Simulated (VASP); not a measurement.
Set up this calculation in VASP 6.6.1, as the native input.

```
Task                   : single point
Functional             : r2SCAN
Potentials or basis    : VASP PAW PBE potentials, release 64 (Na_sv, F)
Cutoff                 : 970 eV
k mesh                 : 10 × 10 × 10
Occupations            : gaussian, width 0.01 eV
Spin                   : no spin polarisation
Dipole correction      : no
Mended                 : yes
Further INCAR settings : ALGO = Normal; EDIFF = 1e-06; NBANDS = 15
```

The system is NaF.

```
Na F
1.0
     0.00000    2.29724    2.29724
     2.16860    0.00000    2.29724
     2.16860    2.29724    0.00000
Na F
1 1
Cartesian
  0.0000 0.0000 0.0000
  2.1686 2.2972 2.2972
```

This cell differs from its parent crystal: uniaxial x strain -5.6%.

One way to write it, as run:

POSCAR

```
NaF
1.0
    0.0000000000      2.2972417802      2.2972417802
    2.1685962405      0.0000000000      2.2972417802
    2.1685962405      2.2972417802      0.0000000000
Na F
1 1
Direct
    0.0000000000      0.0000000000      0.0000000000
    0.5000000000      0.5000000000      0.5000000000
```

INCAR.step1

```
SYSTEM = NaF
ALGO     = Normal         ! electronic algorithm
EDIFF    = 1E-5           ! SCF threshold, eV
ENCUT    = 970            ! plane-wave cutoff, eV
GGA      = PE             ! functional
GGA_COMPAT= .False.      
ISMEAR   = 0              ! smearing method
LASPH    = .True.         ! aspherical terms in the spheres
LCHARG   = .False.        ! write CHGCAR
LREAL    = .False.        ! projectors in reciprocal space
LWAVE    = .True.         ! write WAVECAR
NBANDS   = 15             ! bands
NELM     = 120            ! most SCF steps
PREC     = Accurate       ! precision mode
SIGMA    = 0.01           ! smearing width, eV
```

INCAR.step2

```
SYSTEM = NaF
ALGO     = Normal         ! electronic algorithm
EDIFF    = 1E-6           ! SCF threshold, eV
ENCUT    = 970            ! plane-wave cutoff, eV
GGA_COMPAT= .False.      
ISIF     = 2              ! what is computed and relaxed
ISMEAR   = 0              ! smearing method
ISTART   = 1            
LASPH    = .True.         ! aspherical terms in the spheres
LCHARG   = .False.        ! write CHGCAR
LMIXTAU  = .True.       
LREAL    = .False.        ! projectors in reciprocal space
LWAVE    = .False.        ! write WAVECAR
METAGGA  = R2SCAN         ! meta-GGA
NBANDS   = 15             ! bands
NELM     = 120            ! most SCF steps
PREC     = Accurate       ! precision mode
SIGMA    = 0.01           ! smearing width, eV
```

KPOINTS

```
k-points
0
Gamma
  10 10 10
  0 0 0
```

Potentials or basis: VASP PAW PBE potentials, release 64 (Na_sv, F).

Command:

```bash
$ cat potpaw_PBE.64/Na_sv/POTCAR potpaw_PBE.64/F/POTCAR > POTCAR
$ cp INCAR.step1 INCAR
$ mpirun -np 1 vasp_std > vasp.out
$ cp INCAR.step2 INCAR
$ mpirun -np 1 vasp_std > vasp.out
```

It gave:

```
Pressure               : 3.6 GPa
Band gap on the k mesh : 7.60 eV
```

Caveat: the cell differs from its parent crystal (uniaxial x strain -5.6%); the cell stands under pressure; the PAW data sets were made with another functional, which shifts forces and pressure a little.

Wall time 3.9 min on 1 thread of Intel(R) Xeon(R) Platinum 8259CL CPU @ 2.50GHz (Skylake/Cascade Lake), with other jobs on the host, peak memory 0.24 GiB.
